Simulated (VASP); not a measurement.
Write the native input for VASP 6.6.1 that does the following.

| Quantity | Value |
| --- | --- |
| Task | single point |
| Functional | r2SCAN |
| Potentials or basis | VASP PAW PBE potentials, release 64 (Pt) |
| Cutoff | 520 eV |
| k mesh | 24 × 24 × 24 |
| Occupations | gaussian, width 0.15 eV |
| Spin | no spin polarisation |
| Dipole correction | no |
| Further INCAR settings | ALGO = Normal; EDIFF = 1e-06; NBANDS = 11 |

The system is Pt.

```
Pt
1.0
    -1.75603    1.58879    1.58879
     1.58879   -1.75603    1.58879
     1.58879    1.58879   -1.75603
Pt
1
Direct
  0.00000 0.00000 0.00000
```

This cell differs from its parent crystal: ratio of the length along [111] to the lengths across it x 0.85, volume and fractional coordinates fixed.

These files were run (other wordings do the same):

POSCAR

```
Pt
1.0
   -1.7560295328      1.5887886249      1.5887886249
    1.5887886249     -1.7560295328      1.5887886249
    1.5887886249      1.5887886249     -1.7560295328
Pt
1
Direct
    0.0000000000      0.0000000000      0.0000000000
```

INCAR.step1

```
ALGO     = Normal         # electronic algorithm
EDIFF    = 1E-4           # SCF threshold, eV
ENCUT    = 520            # plane-wave cutoff, eV
GGA      = PE             # functional
ISMEAR   = 0              # smearing method
LASPH    = True           # aspherical terms in the spheres
LCHARG   = False          # write CHGCAR
LREAL    = False          # projectors in reciprocal space
LWAVE    = True           # write WAVECAR
NBANDS   = 11             # bands
NELM     = 80             # most SCF steps
PREC     = Accurate       # precision mode
SIGMA    = 0.15           # smearing width, eV
```

INCAR.step2

```
ALGO     = Normal         # electronic algorithm
EDIFF    = 1E-6           # SCF threshold, eV
ENCUT    = 520            # plane-wave cutoff, eV
ISIF     = 2              # what is computed and relaxed
ISMEAR   = 0              # smearing method
ISTART   = 1            
LASPH    = True           # aspherical terms in the spheres
LCHARG   = False          # write CHGCAR
LMIXTAU  = True         
LREAL    = False          # projectors in reciprocal space
LWAVE    = False          # write WAVECAR
METAGGA  = R2SCAN         # meta-GGA
NBANDS   = 11             # bands
NELM     = 80             # most SCF steps
PREC     = Accurate       # precision mode
SIGMA    = 0.15           # smearing width, eV
```

KPOINTS

```
k-points
0
Gamma
  24 24 24
```

Potentials or basis: VASP PAW PBE potentials, release 64 (Pt).

Command:

```bash
$ cat potpaw_PBE.64/Pt/POTCAR > POTCAR
$ cp INCAR.step1 INCAR
$ mpirun -np 1 vasp_std > vasp.out
$ cp INCAR.step2 INCAR
$ mpirun -np 1 vasp_std > vasp.out
```

It gave:

The pressure is 6.0 GPa. The band gap on the k mesh is zero (bands 5 and 6 overlap by 3.58 eV).

Caveat: the cell stands under pressure; the PAW data sets were made with another functional, which shifts forces and pressure a little; spin-orbit coupling is left out, which moves the levels of the heavy elements.

Wall time 13 min on 1 thread of Intel Xeon 8259CL (shared host), peak memory 0.35 GiB.
